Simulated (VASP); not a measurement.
# Te2Mo in VASP: a series of runs, part 2 of 2

VASP 6.6.1.

## (5) Relaxation of the atoms, LDA (strain along c alone, the other axes held: -1.5 %)

INCAR reads:

```
SYSTEM = Te2Mo
  PREC = Accurate
  ENCUT = 450
  EDIFF = 1E-7
  ISMEAR = 0
  SIGMA = 0.02
  LREAL = .False.
  LASPH = .True.
  NELM = 120
  ALGO = Normal
  ISIF = 2
  LWAVE = .False.
  LCHARG = .False.
  GGA = CA
  IBRION = 2
  NSW = 60
  EDIFFG = -0.008
  GGA_COMPAT = .False.
  NELMIN = 4
```

KPOINTS reads:

```
regular mesh
0
Gamma
  12 12 2
  0 0 0
```

POSCAR reads:

```
Te2Mo
1.0
    3.4665480208      0.0000000000      0.0000000000
   -1.7332740104      3.0021186495      0.0000000000
    0.0000000000      0.0000000000     17.2570141574
Te Mo
2 1
Direct
    0.3333333333      0.6666666667      0.8975342416
    0.3333333333      0.6666666667      0.1024657584
    0.0000000000      0.0000000000      0.0000000000
```

Started as:

```
cat potpaw_LDA.64/Te/POTCAR potpaw_LDA.64/Mo_sv/POTCAR > POTCAR
mpirun -np 1 vasp_std > vasp.out
```

Wall time 1.9 min (1 thread of Intel Xeon 6975P-C (Granite Rapids), shared host); peak memory 0.26 GiB.

Results (log left out):

| Item | Value |
| --- | --- |
| Free energy | -20.4716 eV |
| Energy gained by relaxing | 4.7 meV/atom |
| Ionic steps | 3 |
| Band gap on the k mesh | 1.25 eV |

The path:
```csv
step,energy change (eV),largest force (eV/Å),pressure (GPa)
1,0.0000,0.4644,0.87
2,-0.0130,0.1206,0.23
3,-0.0140,0.0000,0.01
```

Final structure:
```
CELL_PARAMETERS angstrom
3.46655 0.00000 0.00000
-1.73327 3.00212 0.00000
0.00000 0.00000 17.25701
ATOMIC_POSITIONS crystal
Te 0.33333 0.66667 0.89576
Te 0.33333 0.66667 0.10424
Mo 0.00000 0.00000 0.00000
```

Levels at points of the mesh, in eV from the valence-band top:
```csv
k point,band 11,band 12,band 13,band 14,band 15,band 16
"(0.00, 0.00, 0.00)",-0.81,-0.81,-0.60,3.37,3.37,3.68
"(0.50, 0.00, 0.00)",-1.69,-0.76,-0.14,1.59,1.88,3.42
"(0.00, 0.00, 0.50)",-0.81,-0.81,-0.60,3.37,3.37,3.68
"(0.50, 0.00, 0.50)",-1.69,-0.76,-0.14,1.59,1.88,3.42
```

Caveat: the cell differs from its parent crystal (strain along c alone, the other axes held: -1.5 %); spin-orbit coupling is left out, which moves the levels of the heavy elements.

## (6) Single point, LDA (strain along c alone, the other axes held: -4.5 %, then relaxed in part)

INCAR reads:

```
PREC     = Accurate       # precision mode
ENCUT    = 500            # plane-wave cutoff, eV
EDIFF    = 1E-6           # SCF threshold, eV
ISMEAR   = 0              # smearing method
SIGMA    = 0.02           # smearing width, eV
LREAL    = False          # projectors in reciprocal space
LASPH    = True           # aspherical terms in the spheres
NELM     = 120            # most SCF steps
ALGO     = Normal         # electronic algorithm
ISIF     = 2              # what is computed and relaxed
LWAVE    = False          # write WAVECAR
LCHARG   = False          # write CHGCAR
GGA      = CA             # functional
NBANDS   = 20             # bands
GGA_COMPAT= False
```

KPOINTS reads:

```
Automatic mesh
0
Gamma
  12 12 2
```

POSCAR reads:

```
Te2Mo
1.0
    3.4665480208      0.0000000000      0.0000000000
   -1.7332740104      3.0021186495      0.0000000000
    0.0000000000      0.0000000000     16.7314198176
Te Mo
2 1
Direct
    0.3333333333      0.6666666667      0.8927349291
    0.3333333333      0.6666666667      0.1072650709
    0.0000000000      0.0000000000      0.0000000000
```

Potentials or basis: VASP PAW LDA potentials, release 64 (Te, Mo_sv).

Started as:

```
cat potpaw_LDA.64/Te/POTCAR potpaw_LDA.64/Mo_sv/POTCAR > POTCAR
mpirun -np 1 vasp_std > vasp.out
```

OUTCAR:

```text
PREC = Accurate
   ENCUT = 500
   EDIFF = 1E-6
   ISMEAR = 0
   LREAL = False
   LASPH = True
   NELM = 120
   ISIF = 2
   GGA = CA

 ion  position               nearest neighbor table
   1  0.333  0.667  0.893-   3 2.69   3 2.69   3 2.69   2 3.59
   2  0.333  0.667  0.107-   3 2.69   3 2.69   3 2.69   1 3.59
   3  0.000  0.000  0.000-   1 2.69   2 2.69   1 2.69   2 2.69   1 2.69   2 2.69

  LATTYP: Found a hexagonal cell.
 ALAT       =     3.4665480208
 C/A-ratio  =     4.8265362883

  Lattice vectors:

[... 195 lines left out ...]
      6     -11.4446      2.00000
[... 541 lines left out ...]
     19       6.4662      0.00000
     20       6.5460      0.00000

 [... further k-points ...]
[... 5 lines left out ...]
  --------------------------------------------------------------------------------------
  -------------------------------------------------------------------------------------
  Total        0.1180633      0.1180633      0.2060060      0.0000000      0.0000000      0.0000000
  in kB        1.0863450      1.0863450      1.8955381      0.0000000      0.0000000      0.0000000
  external PRESSURE =       1.3560760 kB  Pullay stress =       0.0000000 kB

 VOLUME and BASIS-vectors are now :
 -----------------------------------------------------------------------------
  energy-cutoff  :      500.00
  volume of cell :      174.12
      direct lattice vectors                 reciprocal lattice vectors
     3.466548021  0.000000000  0.000000000     0.288471411  0.166549047  0.000000000
    -1.733274010  3.002118649  0.000000000     0.000000000  0.333098094  0.000000000
     0.000000000  0.000000000 16.731419818     0.000000000  0.000000000  0.059767791

 POSITION                                       TOTAL-FORCE (eV/Angst)
 -----------------------------------------------------------------------------------
     -0.00000      2.00141     14.93672        -0.000000      0.000000     -0.060538
     -0.00000      2.00141      1.79470        -0.000000      0.000000      0.060538
      0.00000      0.00000      0.00000         0.000000     -0.000000      0.000000
 -----------------------------------------------------------------------------------
    total drift:                                0.000000     -0.000000     -0.000000

  FREE ENERGIE OF THE ION-ELECTRON SYSTEM (eV)
  ---------------------------------------------------
  free  energy   TOTEN  =       -20.4717455925 eV

  energy  without entropy=      -20.4717455925  energy(sigma->0) =      -20.47174559
```

OSZICAR:

```text
N       E                     dE             d eps       ncg     rms          rms(c)
DAV:   1     0.138734358812E+03    0.13873E+03   -0.11351E+04  1976   0.102E+03
DAV:   2    -0.132479635145E+02   -0.15198E+03   -0.14777E+03  2012   0.237E+02
DAV:   3    -0.209881046917E+02   -0.77401E+01   -0.76672E+01  1944   0.452E+01
[... 13 lines left out ...]
DAV:  17    -0.204716948194E+02   -0.86650E-04   -0.31701E-06  1512   0.539E-03    0.584E-03
DAV:  18    -0.204717359816E+02   -0.41162E-04   -0.15413E-06  1420   0.408E-03    0.452E-03
DAV:  19    -0.204717420653E+02   -0.60838E-05   -0.21156E-07  1348   0.231E-03    0.109E-03
DAV:  20    -0.204717452889E+02   -0.32236E-05   -0.16140E-07  1208   0.162E-03    0.893E-04
DAV:  21    -0.204717455925E+02   -0.30358E-06   -0.11048E-08  1124   0.446E-04
   1 F= -.20471746E+02 E0= -.20471746E+02  d E =-.303419E-77
```

stdout:

```text
POSCAR found type information on POSCAR TeMo
 POSCAR found :  2 types and       3 ions
 scaLAPACK will be used
 LDA part: xc-table for (Slater(with rela. corr.)+CA(PZ))
 , standard interpolation
 POSCAR, INCAR and KPOINTS ok, starting setup
 FFT: planning ... GRIDC
 FFT: planning ... GRID_SOFT
 FFT: planning ... GRID
 WAVECAR not read
 entering main loop
```

Wall time 4.2 min (1 thread of Intel Xeon 8259CL, shared host); peak memory 0.32 GiB.

What came out:

```yaml
Free_energy: -20.4717 eV
Largest_force: 0.061 eV/Å
Band_gap_on_the_k_mesh: 1.24 eV
```

Forces in eV/Å, atoms in the order of the input:
```
Te   0.000  0.000 -0.061
Te   0.000  0.000  0.061
Mo   0.000  0.000  0.000
```

Levels at points of the mesh, in eV from the valence-band top:
| k point | band 9 | band 10 | band 11 | band 12 | band 13 | band 14 | band 15 | band 16 | band 17 | band 18 |
| --- | --- | --- | --- | --- | --- | --- | --- | --- | --- | --- |
| (0.00, 0.00, 0.00) | -1.65 | -1.65 | -0.82 | -0.82 | -0.58 | 3.38 | 3.38 | 3.69 | 3.69 | 4.32 |
| (0.50, 0.00, 0.00) | -3.39 | -2.32 | -1.68 | -0.76 | -0.14 | 1.58 | 1.89 | 3.44 | 3.94 | 4.07 |
| (0.00, 0.00, 0.50) | -1.65 | -1.65 | -0.82 | -0.82 | -0.58 | 3.38 | 3.38 | 3.69 | 3.69 | 4.47 |
| (0.50, 0.00, 0.50) | -3.39 | -2.32 | -1.68 | -0.76 | -0.14 | 1.58 | 1.89 | 3.44 | 3.94 | 4.07 |

Caveat: the cell differs from its parent crystal (strain along c alone, the other axes held: -4.5 %, then relaxed in part); spin-orbit coupling is left out, which moves the levels of the heavy elements.

## (7) Overview

```tsv
task	cell	cutoff (eV)	smearing	gap on the mesh (eV)	largest force (eV/Å)
relaxation of the atoms	atoms relaxed from a = 3.467, b = 3.467, c = 16.994 Å, angles 90.0, 90.0, 120.0°, 3 atoms, atomic positions A	450	gaussian 0.02 eV	1.25	-
single point	a = 3.467, b = 3.467, c = 17.520 Å, angles 90.0, 90.0, 120.0°, 3 atoms, atomic positions B	520	gaussian 0.05 eV	1.24	0.05
relaxation of the atoms	atoms relaxed from a = 3.467, b = 3.467, c = 17.257 Å, angles 90.0, 90.0, 120.0°, 3 atoms, atomic positions B	450	gaussian 0.02 eV	1.25	-
single point	a = 3.467, b = 3.467, c = 16.731 Å, angles 90.0, 90.0, 120.0°, 3 atoms, atomic positions C	500	gaussian 0.02 eV	1.24	0.06
```

Alike in all rows: level LDA; potentials or basis VASP PAW LDA potentials, release 64 (Te, Mo_sv); no spin polarisation; k mesh 12 × 12 × 2.

Caveats: spin-orbit coupling is left out, which moves the levels of the heavy elements.

Total energies depend on the potentials used, so only differences within one code and one set of settings carry meaning.
